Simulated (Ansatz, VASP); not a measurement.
# One calculation of Ge, two programs

```
CELL_PARAMETERS angstrom
0.00000 2.84750 2.84750
2.84750 0.00000 2.84750
2.84750 2.84750 0.00000
ATOMIC_POSITIONS crystal
Ge 0.50000 0.50000 0.50000
Ge 0.75000 0.75000 0.75000
```

Change from the starting cell: volume scaled by 1.02, crystal datasets.

Alike in both runs: task electric field gradients; functional PBEsol; k mesh 11 × 11 × 11; occupations fermi-dirac, width 0.05 eV; no spin polarisation.

```csv
,VASP,Ansatz
version,VASP 6.6.1,Ansatz 0.2.0
potentials or method,"VASP PAW PBE potentials, release 64 (Ge_d), cutoff 520 eV","all-electron PAW with datasets made for the crystal, scalar-relativistic"
```

```tsv
	VASP	Ansatz	Ansatz less VASP
pressure (GPa)	-0.7	-0.7	+0.08
```

VASP's potentials were made for PBE, not for PBEsol. Ansatz ran all-electron here, and VASP with PAW potentials.
